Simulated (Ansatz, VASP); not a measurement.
## Two plane-wave programs on Si2W

Contents of INCAR:

```
PREC = Accurate
ENCUT = 520
EDIFF = 1E-6
ISMEAR = -1
SIGMA = 0.08
LREAL = False
LASPH = True
NELM = 100
ALGO = Normal
ISIF = 2
LWAVE = False
LCHARG = False
GGA = PE
NBANDS = 18
```

The input KPOINTS:

```
regular mesh
0
Gamma
  9 9 9
```

Contents of POSCAR:

```
Si2W
1.0
    0.0000000000      2.8262004597      2.8262004597
    2.8262004597      0.0000000000      2.8262004597
    2.8262004597      2.8262004597      0.0000000000
W Si
1 2
Direct
    0.0000000000      0.0000000000      0.0000000000
    0.2500000000      0.2500000000      0.2500000000
    0.7500000000      0.7500000000      0.7500000000
```

Input for Ansatz:

```yaml
crystal:
  lattice:
    - [0.0, 2.8262004597, 2.8262004597]
    - [2.8262004597, 0.0, 2.8262004597]
    - [2.8262004597, 2.8262004597, 0.0]
  atoms:
    - { symbol: W, position: [0.0, 0.0, 0.0] }
    - { symbol: Si, position: [0.25, 0.25, 0.25] }
    - { symbol: Si, position: [0.75, 0.75, 0.75] }
kpoints:
  mp_grid: { grid: [9, 9, 9] }
scf:
  occupations: { method: fermi_dirac, width: 0.08 }
hamiltonian:
  xc: pbe
  pseudopotentials: { kind: paw }
output:
  forces: true
  stress: true
  eigenvalues: true
  populations: true
```

Change from the starting cell: volume scaled by 0.88, PAW files.

Alike in both runs: task single point; functional PBE; k mesh 9 × 9 × 9; occupations fermi-dirac, width 0.08 eV; no spin polarisation.

```csv
,VASP,Ansatz
version,VASP 6.6.1,Ansatz 0.2.0
potentials or method,"VASP PAW PBE potentials, release 64 (W_sv, Si)","PAW with Ansatz's default frozen-core files, scalar-relativistic"
plane-wave cutoff (eV),520,420
valence electrons in the cell,22,22
```

Ansatz gave:

```
pressure (GPa) : 22.3
```

Question: Which values does VASP return?

Answer: Pressure (GPa): 22.4.

Spin-orbit coupling is off throughout.
